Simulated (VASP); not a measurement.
# Pb (Im-3m) in VASP: settings compared

Pb is run at these levels: PBE, PBEsol; tasks: single point.

All numbers are computed with VASP 6.6.1; they aren't measurements. Logs are shortened: lines on timing, memory, paths and dates and some standing lists are left out, and cuts for length are marked.

### Step 1. The cell of the first run

It takes space group Im-3m (No. 229, cubic). Conventional cell: a = 3.959 Å, b = 3.959 Å, c = 3.959 Å, α = 90.00°, β = 90.00°, γ = 90.00°. Pb (site symmetry m-3m) has 14 Pb at 3.43 to 3.96 Å within 4.5 Å.

### Step 2. Single point, PBE

INCAR

```
PREC = Accurate ; ENCUT = 520
EDIFF = 1E-6 ; ISMEAR = 0
SIGMA = 0.018000000000000002 ; LREAL = False
LASPH = True ; NELM = 80
ALGO = Fast ; ISIF = 2
LWAVE = False ; LCHARG = False
GGA = PE ; NBANDS = 13
```

KPOINTS

```
Automatic mesh
0
Gamma
  9 9 9
```

POSCAR

```
Pb
1.0
   -1.9796595667      1.9796595667      1.9796595667
    1.9796595667     -1.9796595667      1.9796595667
    1.9796595667      1.9796595667     -1.9796595667
Pb
1
Direct
    0.0000000000      0.0000000000      0.0000000000
```

Potentials or basis: VASP PAW PBE potentials, release 64 (Pb_d).

Started as:

```
cat potpaw_PBE.64/Pb_d/POTCAR > POTCAR
mpirun -np 1 vasp_std > vasp.out
```

OUTCAR:

```text
PREC = Accurate
   ENCUT = 520
   EDIFF = 1E-6
   ISMEAR = 0
   LREAL = False
   LASPH = True
   NELM = 80
   ISIF = 2
   GGA = PE

 ion  position               nearest neighbor table
   1  0.000  0.000  0.000-

  LATTYP: Found a body centered cubic cell.
 ALAT       =     3.9593191334

  Lattice vectors:

 A1 = (  -1.9796595667,   1.9796595667,   1.9796595667)
 A2 = (   1.9796595667,  -1.9796595667,   1.9796595667)
 A3 = (   1.9796595667,   1.9796595667,  -1.9796595667)

Analysis of symmetry for initial positions (statically):
=====================================================================
 Subroutine PRICEL returns:
 Original cell was already a primitive cell.

 Routine SETGRP: Setting up the symmetry group for a
 body centered cubic supercell.

 Subroutine GETGRP returns: Found 48 space group operations
 (whereof 48 operations were pure point group operations)
 out of a pool of 48 trial point group operations.

The static configuration has the point symmetry O_h .

Analysis of symmetry for dynamics (positions and initial velocities):
=====================================================================
 Subroutine PRICEL returns:
 Original cell was already a primitive cell.

 Routine SETGRP: Setting up the symmetry group for a
 body centered cubic supercell.

 Subroutine GETGRP returns: Found 48 space group operations
 (whereof 48 operations were pure point group operations)
 out of a pool of 48 trial point group operations.

The dynamic configuration has the point symmetry O_h .

 Subroutine INISYM returns: Found 48 space group operations
 (whereof 48 operations are pure point group operations),
 and found     1 'primitive' translations

----------------------------------------------------------------------------------------

                                     Primitive cell

  volume of cell :      31.0336

  direct lattice vectors                    reciprocal lattice vectors
    -1.979659567  1.979659567  1.979659567     0.000000000  0.252568678  0.252568678
     1.979659567 -1.979659567  1.979659567     0.252568678  0.000000000  0.252568678
     1.979659567  1.979659567 -1.979659567     0.252568678  0.252568678  0.000000000

  length of vectors
     3.428870951  3.428870951  3.428870951     0.357186050  0.357186050  0.357186050

[... 78 lines left out ...]
   EDIFF  = 0.1E-05   stopping-criterion for ELM
   LREAL  =      F    real-space projection
   EDIFFG = 0.1E-04   stopping-criterion for IOM
   NSW    =      0    number of steps for IOM
   IBRION =     -1    ionic relax: 0-MD 1-quasi-New 2-CG
   NFREE  =      0    steps in history (QN), initial steepest desc. (CG)
   ISIF   =      2    stress and relaxation
   ISYM   =      2    0-nonsym 1-usesym 2-fastsym
   POTIM  = 0.5000    time-step for ionic-motion
   TEBEG  =    0.0;   TEEND  =   0.0 temperature during run
   PSTRESS=    0.0 pullay stress
   NELECT =      14.0000    total number of electrons
   NUPDOWN=      -1.0000    fix difference up-down
   EMIN   =  10.00;   EMAX   =-10.00  energy-range for DOS
   EFERMI =   0.00;   METHOD = LEGACY
   ISMEAR =     0;   SIGMA  =   0.02  broadening in eV -4-tet -1-fermi 0-gaus
   EFERMI_NEDOS =   21; number of points for ismear=-14 and -15
   IALGO  =     68    algorithm
   IMIX   =      4    mixing-type and parameters
     AMIX     =   0.40;   BMIX     =  1.00
     AMIX_MAG =   1.60;   BMIX_MAG =  1.00
  volume/ion in A,a.u.               =      31.03       209.42
  Fermi-wavevector in a.u.,A,eV,Ry     =   1.255568  2.372680 21.448927  1.576452
  Thomas-Fermi vector in A             =   2.389319
   LORBIT       =      0    0 simple, 1 ext, 2 COOP (PROOUT), +10 PAW based schemes
   GGA     = PE    functional components
   LHFCALC =     F    Hartree Fock is set to
   AEXX    =    0.0000 exact exchange contribution
   IVDW    =     0    specifies the selected vdW correction
   LEPSILON=     F    determine dielectric tensor
   LRPA    =     F    only Hartree local field effects (RPA)
 non-spin polarized calculation
 RMM-DIIS sequential band-by-band and
 Gauss-broadening in eV      SIGMA  =   0.02
  energy-cutoff  :      520.00
  volume of cell :       31.03
 maximum number of plane-waves:       887
 NGX is ok and might be reduce to    28
   NGX = 13   NGY = 13   NGZ = 13

 number of electron      14.0000002 magnetization

 Free energy of the ion-electron system (eV)
  ---------------------------------------------------
  ext. energy  EPLUGINS =         0.00000000
  ---------------------------------------------------
  free energy    TOTEN  =        -3.50256316 eV

  energy without entropy =       -3.50248851  energy(sigma->0) =       -3.50252583

 E-fermi :   7.1506     XC(G=0): -10.0815

 val. band max:        6.9588446691   @ k =   0.3333   0.2222   0.0000
 cond. band min:       7.1726812617   @ k =  -0.2222   0.3333   0.1111
 fundamental gap:      0.2138365926
 Fermi energy:         7.1506404580

 k-point     1 :       0.0000    0.0000    0.0000
  band No.  band energies     occupation
      1     -10.1033      2.00000
      2     -10.1033      2.00000
      3     -10.1033      2.00000
      4      -9.8787      2.00000
      5      -9.8787      2.00000
      6      -4.5832      2.00000
      7      14.4591      0.00000
      8      14.4591      0.00000
      9      14.4591      0.00000
     10      18.1003      0.00000
     11      18.1003      0.00000
     12      18.1003      0.00000
     13      18.5376      0.00000
[... 354 lines left out ...]
  band No.  band energies     occupation
      1     -10.1002      2.00000
      2     -10.0485      2.00000
      3      -9.9548      2.00000
      4      -9.8958      2.00000
      5      -9.7650      2.00000
      6      -0.3814      2.00000
      7       3.8496      2.00000
      8       7.7019      0.00000
      9      11.5272      0.00000
     10      15.7797      0.00000
     11      17.1891      0.00000
     12      17.9868      0.00000
     13      19.7351      0.00000

 [... further k-points ...]
[... 5 lines left out ...]
  --------------------------------------------------------------------------------------
  -------------------------------------------------------------------------------------
  Total        0.1305317      0.1305317      0.1305317     -0.0000000      0.0000000      0.0000000
  in kB        6.7389915      6.7389915      6.7389915     -0.0000000      0.0000000      0.0000000
  external PRESSURE =       6.7389915 kB  Pullay stress =       0.0000000 kB

 VOLUME and BASIS-vectors are now :
 -----------------------------------------------------------------------------
  energy-cutoff  :      520.00
  volume of cell :       31.03
      direct lattice vectors                 reciprocal lattice vectors
    -1.979659567  1.979659567  1.979659567     0.000000000  0.252568678  0.252568678
     1.979659567 -1.979659567  1.979659567     0.252568678  0.000000000  0.252568678
     1.979659567  1.979659567 -1.979659567     0.252568678  0.252568678  0.000000000

 POSITION                                       TOTAL-FORCE (eV/Angst)
 -----------------------------------------------------------------------------------
      0.00000      0.00000      0.00000         0.000000      0.000000      0.000000
 -----------------------------------------------------------------------------------
    total drift:                                0.000000     -0.000000     -0.000000

  FREE ENERGIE OF THE ION-ELECTRON SYSTEM (eV)
  ---------------------------------------------------
  free  energy   TOTEN  =        -3.5025631625 eV

  energy  without entropy=       -3.5024885068  energy(sigma->0) =       -3.50252583
```

stdout:

```text
POSCAR found type information on POSCAR Pb
 POSCAR found :  1 types and       1 ions
 scaLAPACK will be used
 LDA part: xc-table for (Slater+PW92), standard interpolation
 POSCAR, INCAR and KPOINTS ok, starting setup
 FFT: planning ... GRIDC
 FFT: planning ... GRID_SOFT
 FFT: planning ... GRID
 WAVECAR not read
 entering main loop
```

Wall time 9.2 s (1 thread of Intel Xeon 6975P-C, shared host); peak memory 0.16 GiB.

What came out:

```yaml
Free_energy: -3.5026 eV
Pressure: 0.7 GPa
Band_gap_on_the_k_mesh: zero (band 7 reaches 14.46 eV, above the bottom of band 8 at 5.02 eV)
```

Caveat: spin-orbit coupling is left out, which moves the levels of the heavy elements.

### Step 3. Single point, PBE

INCAR

```
SYSTEM = Pb
ALGO = Fast
EDIFF = 1E-6
ENCUT = 520
GGA = PE
ISIF = 2
ISMEAR = 0
LASPH = .True.
LCHARG = .False.
LREAL = .False.
LWAVE = .False.
NBANDS = 13
NELM = 100
PREC = Accurate
SIGMA = 0.019000000000000003
```

KPOINTS

```
k-points
0
Gamma
  9 9 9
  0 0 0
```

POSCAR is that of step 2.

Potentials or basis: VASP PAW PBE potentials, release 64 (Pb_d).

Started as:

```
cat potpaw_PBE.64/Pb_d/POTCAR > POTCAR
mpirun -np 1 vasp_std > vasp.out
```

OUTCAR:

```text
SYSTEM = Pb
   EDIFF = 1E-6
   ENCUT = 520
   GGA = PE
   ISIF = 2
   ISMEAR = 0
   LASPH = .True.
   LREAL = .False.
   NELM = 100
   PREC = Accurate

 ion  position               nearest neighbor table
   1  0.000  0.000  0.000-

  LATTYP: Found a body centered cubic cell.
 ALAT       =     3.9593191334

  Lattice vectors:

 A1 = (  -1.9796595667,   1.9796595667,   1.9796595667)
 A2 = (   1.9796595667,  -1.9796595667,   1.9796595667)
 A3 = (   1.9796595667,   1.9796595667,  -1.9796595667)

Analysis of symmetry for initial positions (statically):
=====================================================================
 Subroutine PRICEL returns:
 Original cell was already a primitive cell.

 Routine SETGRP: Setting up the symmetry group for a
 body centered cubic supercell.

 Subroutine GETGRP returns: Found 48 space group operations
 (whereof 48 operations were pure point group operations)
 out of a pool of 48 trial point group operations.

The static configuration has the point symmetry O_h .

Analysis of symmetry for dynamics (positions and initial velocities):
=====================================================================
[... 163 lines left out ...]
 Fermi energy:         7.1494155600

 k-point     1 :       0.0000    0.0000    0.0000
  band No.  band energies     occupation
      1     -10.1033      2.00000
      2     -10.1033      2.00000
      3     -10.1033      2.00000
      4      -9.8787      2.00000
      5      -9.8787      2.00000
      6      -4.5832      2.00000
      7      14.4591      0.00000
      8      14.4591      0.00000
      9      14.4591      0.00000
     10      18.1003      0.00000
     11      18.1003      0.00000
     12      18.1003      0.00000
     13      18.5376      0.00000
[... 354 lines left out ...]
  band No.  band energies     occupation
      1     -10.1002      2.00000
      2     -10.0485      2.00000
      3      -9.9548      2.00000
      4      -9.8958      2.00000
      5      -9.7650      2.00000
      6      -0.3814      2.00000
      7       3.8496      2.00000
      8       7.7019      0.00000
      9      11.5272      0.00000
     10      15.7797      0.00000
     11      17.1891      0.00000
     12      17.9868      0.00000
     13      19.7351      0.00000

 [... further k-points ...]
[... 5 lines left out ...]
  --------------------------------------------------------------------------------------
  -------------------------------------------------------------------------------------
  Total        0.1305402      0.1305402      0.1305402      0.0000000      0.0000000      0.0000000
  in kB        6.7394316      6.7394316      6.7394316      0.0000000      0.0000000      0.0000000
  external PRESSURE =       6.7394316 kB  Pullay stress =       0.0000000 kB

 VOLUME and BASIS-vectors are now :
 -----------------------------------------------------------------------------
  energy-cutoff  :      520.00
  volume of cell :       31.03
      direct lattice vectors                 reciprocal lattice vectors
    -1.979659567  1.979659567  1.979659567     0.000000000  0.252568678  0.252568678
     1.979659567 -1.979659567  1.979659567     0.252568678  0.000000000  0.252568678
     1.979659567  1.979659567 -1.979659567     0.252568678  0.252568678  0.000000000

 POSITION                                       TOTAL-FORCE (eV/Angst)
 -----------------------------------------------------------------------------------
      0.00000      0.00000      0.00000        -0.000000      0.000000      0.000000
 -----------------------------------------------------------------------------------
    total drift:                               -0.000000     -0.000000     -0.000000

  FREE ENERGIE OF THE ION-ELECTRON SYSTEM (eV)
  ---------------------------------------------------
  free  energy   TOTEN  =        -3.5025673099 eV

  energy  without entropy=       -3.5024885011  energy(sigma->0) =       -3.50252791
```

Wall time 9 s (1 thread of Intel Xeon 6975P-C, shared host); peak memory 0.16 GiB.

What came out:

```
Free energy            : -3.5026 eV
Pressure               : 0.7 GPa
Band gap on the k mesh : zero (band 7 reaches 14.46 eV, above the bottom of band 8 at 5.02 eV)
```

Caveat: spin-orbit coupling is left out, which moves the levels of the heavy elements.

(Continued in part 2 of 2.)
